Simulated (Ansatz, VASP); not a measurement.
One calculation of ZnS, two programs

INCAR

```
PREC = Accurate ; ENCUT = 520
EDIFF = 1E-6 ; ISMEAR = -1
SIGMA = 0.02 ; LREAL = F
LASPH = T ; NELM = 100
ALGO = Normal ; ISIF = 2
LWAVE = F ; LCHARG = F
GGA = PE ; NBANDS = 16
```

File KPOINTS:

```
Automatic mesh
0
Gamma
  8 8 8
```

Contents of POSCAR:

```
ZnS
1.0
    0.0000000000      2.5771504766      2.5771504766
    2.5771504766      0.0000000000      2.5771504766
    2.5771504766      2.5771504766      0.0000000000
Zn S
1 1
Direct
    0.0000000000      0.0000000000      0.0000000000
    0.5000000000      0.5000000000      0.5000000000
```

Input for Ansatz:

```yaml
crystal:
  lattice:
    - [0.0, 2.5771504766, 2.5771504766]
    - [2.5771504766, 0.0, 2.5771504766]
    - [2.5771504766, 2.5771504766, 0.0]
  atoms:
    - { symbol: Zn, position: [0.0, 0.0, 0.0] }
    - { symbol: S, position: [0.5, 0.5, 0.5] }
kpoints:
  mp_grid: { grid: [8, 8, 8] }
hamiltonian:
  xc: pbe
scf:
  occupations: { method: fermi_dirac, width: 0.02 }
  n_extra_bands: 4
output:
  forces: true
  stress: true
  eigenvalues: true
```

Alike in both runs: task single point; functional PBE; k mesh 8 × 8 × 8; occupations fermi-dirac, width 0.02 eV; no spin polarisation.

```csv
,VASP,Ansatz
version,VASP 6.6.1,Ansatz 0.2.0
potentials or method,"VASP PAW PBE potentials, release 64 (Zn, S)","plane waves, PAW"
plane-wave cutoff (eV),520,420
valence electrons in the cell,18,18
```

|  | VASP | Ansatz | Ansatz less VASP |
| --- | --- | --- | --- |
| pressure (GPa) | -2.3 | -2.4 | -0.09 |

The functional is the same, so the differences come from potentials, cutoffs and numerics.
